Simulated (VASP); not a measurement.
Write the native input for VASP 6.6.1 that does the following.

```yaml
Task: single point
Functional: LDA
Potentials_or_basis: VASP PAW LDA potentials, release 64 (Bi_d)
Cutoff: 520 eV
k_mesh: 9 × 9 × 9
Occupations: fermi-dirac, width 0.1 eV
Spin: no spin polarisation
Dipole_correction: no
Further_INCAR_settings: ALGO = Normal; EDIFF = 1e-06; NBANDS = 22
```

The structure of Bi lies in POSCAR:

```
Bi
1.0
    2.2451514826      1.2962388128      3.8388382945
   -2.2451514826      1.2962388128      3.8388382945
    0.0000000000     -2.5924776257      3.8388382945
Bi
2
Direct
    0.2371145469      0.2371145469      0.2371145469
    0.7628854531      0.7628854531      0.7628854531
```

These files were run (other wordings do the same):

INCAR

```
  PREC = Accurate
  ENCUT = 520
  EDIFF = 1E-6
  ISMEAR = -1
  SIGMA = 0.1
  LREAL = False
  LASPH = True
  NELM = 100
  ALGO = Normal
  ISIF = 2
  LWAVE = False
  LCHARG = False
  GGA = CA
  NBANDS = 22
```

KPOINTS

```
Automatic mesh
0
Gamma
  9 9 9
```

Potentials or basis: VASP PAW LDA potentials, release 64 (Bi_d).

Launch:

```console
$ cat potpaw_LDA.64/Bi_d/POTCAR > POTCAR
$ mpirun -np 1 vasp_std > vasp.out
```

Results of the run:

| Quantity | Value |
| --- | --- |
| Pressure | 0.1 GPa |
| Largest force | 0.018 eV/Å |
| Band gap on the k mesh | zero (band 15 reaches 6.64 eV, above the bottom of band 16 at 6.61 eV) |

Caveat: spin-orbit coupling is left out, which moves the levels of the heavy elements.

Run time: 68 s on 1 thread of Intel(R) Xeon(R) Platinum 8375C CPU @ 2.90GHz (Ice Lake), on a shared host, peak memory 0.23 GiB.
